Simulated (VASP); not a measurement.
Set up this calculation in VASP 6.6.1, as the native input.

| Item | Value |
| --- | --- |
| Task | relaxation of the atoms |
| Functional | PBEsol |
| Potentials or basis | VASP PAW PBE potentials, release 64 (Al, C) |
| Cutoff | 520 eV |
| k mesh | 12 × 12 × 1 |
| Occupations | gaussian, width 0.1 eV |
| Spin | no spin polarisation |
| Dipole correction | yes |
| Atoms held fixed (from 0) | [0, 1, 2, 3, 4, 5, 6, 7, 8] |
| Further INCAR settings | ALGO = Normal; EDIFF = 1e-07; IBRION = 2; EDIFFG = -0.025; NSW = 36 |
| Atoms held along some axes (from 0) | atom 9 along a and b |

The structure of Al9C lies in POSCAR:

```
Al9C
1.0
    2.8360890835      0.0000000000      0.0000000000
   -1.4180445418      2.4561251937      0.0000000000
    0.0000000000      0.0000000000     34.1378328992
Al C
9 1
Selective dynamics
Direct
    0.3333333333      0.6666666667      0.1171720540  F F F
    0.0000000000      0.0000000000      0.1854391542  F F F
    0.6666666667      0.3333333333      0.2537062546  F F F
    0.0000000000      0.0000000000      0.3219733548  F F F
    0.3333333333      0.6666666667      0.3896661170  F F F
    0.0000000000      0.0000000000      0.4573304552  F F F
    0.6666666667      0.3333333333      0.5260691483  F F F
    0.0000000000      0.0000000000      0.5941774963  F F F
    0.3333333333      0.6666666667      0.6631303447  F F F
    0.3333333333      0.6666666667      0.7211305115  F F T
```

The input as run:

INCAR

```
PREC = Accurate ; ENCUT = 520
EDIFF = 1E-7 ; ISMEAR = 0
SIGMA = 0.1 ; LREAL = F
LASPH = T ; NELM = 100
ALGO = Normal ; ISIF = 2
LWAVE = F ; LCHARG = F
LDIPOL = T ; IDIPOL = 3
DIPOL = 0.5 0.5 0.423 ; GGA = PS
IBRION = 2 ; NSW = 36
EDIFFG = -0.025
```

KPOINTS

```
Automatic mesh
0
Gamma
  12 12 1
```

Potentials or basis: VASP PAW PBE potentials, release 64 (Al, C).

Command:

```sh
$ cat potpaw_PBE.64/Al/POTCAR potpaw_PBE.64/C/POTCAR > POTCAR
$ mpirun -np 1 vasp_std > vasp.out
```

Results of the run:

```json
{
 "Energy gained by relaxing": "0.1 meV/atom",
 "Ionic steps": "3"
}
```

Caveat: the highest band is partly filled, so the run has too few bands.

It took 10 min on 1 thread of Intel(R) Xeon(R) Platinum 8259CL CPU @ 2.50GHz (Skylake/Cascade Lake) (shared host), peak memory 0.43 GiB.
